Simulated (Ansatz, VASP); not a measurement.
**Se in VASP and in Ansatz**

The input INCAR:

```
PREC = Accurate
ENCUT = 520
EDIFF = 1E-8
ISMEAR = -1
SIGMA = 0.03
LREAL = F
LASPH = T
NELM = 60
ALGO = Normal
ISIF = 2
LWAVE = F
LCHARG = F
GGA = PE
LEFG = T
NBANDS = 16
```

File KPOINTS:

```
Automatic mesh
0
Gamma
  6 6 5
```

Contents of POSCAR:

```
Se
1.0
    4.3661999489     -0.0218309997     -0.0218309997
   -2.2020061749      3.7921555737     -0.0079907005
   -0.0247680000     -0.0247680000      4.9536000000
Se
3
Direct
    0.2254000000      0.0000000000      0.3333333333
    0.0000000000      0.2254000000      0.6666666667
    0.7746000000      0.7746000000      0.0000000000
```

Input for Ansatz:

```yaml
crystal:
  lattice:
    - [4.3661999489, -0.0218309997, -0.0218309997]
    - [-2.2020061749, 3.7921555737, -0.0079907005]
    - [-0.024768, -0.024768, 4.9536]
  atoms:
    - { symbol: Se, position: [0.2254, 0.0, 0.3333333333] }
    - { symbol: Se, position: [0.0, 0.2254, 0.6666666667] }
    - { symbol: Se, position: [0.7746, 0.7746, 0.0] }
kpoints:
  mp_grid: { grid: [6, 6, 5] }
scf:
  occupations: { method: fermi_dirac, width: 0.03 }
hamiltonian:
  xc: pbe
  pseudopotentials: { kind: all_electron, datasets: crystal }
output:
  forces: true
  stress: true
  eigenvalues: true
  efg: { contact_densities: true }
```

Change from the starting cell: equal xy, yz and zx shear strains of -1 %, crystal datasets.

Alike in both runs: task electric field gradients; functional PBE; k mesh 6 × 6 × 5; occupations fermi-dirac, width 0.03 eV; no spin polarisation.

|  | VASP | Ansatz |
| --- | --- | --- |
| version | VASP 6.6.1 | Ansatz 0.2.0 |
| potentials or method | VASP PAW PBE potentials, release 64 (Se), cutoff 520 eV | all-electron PAW with datasets made for the crystal, scalar-relativistic |

|  | VASP | Ansatz | Ansatz less VASP |
| --- | --- | --- | --- |
| gap on the k mesh at the Fermi level (eV) | 1.26 | 1.26 | +0.007 |
| pressure (GPa) | 2.9 | 2.8 | -0.14 |
| traceless stress, the component that is largest in VASP (GPa) | 1.22 | 1.17 | -0.052 |
| rms of the force components (eV/Å) | 0.273 | 0.252 | -0.0208 |
| size of Vzz on the site where it differs most (V/Å²) | 510.3 | 531.6 | +21.26 |

Atom by atom the forces differ by 0.022 eV/Å (rms over components). Ansatz ran all-electron here, and VASP with PAW potentials.
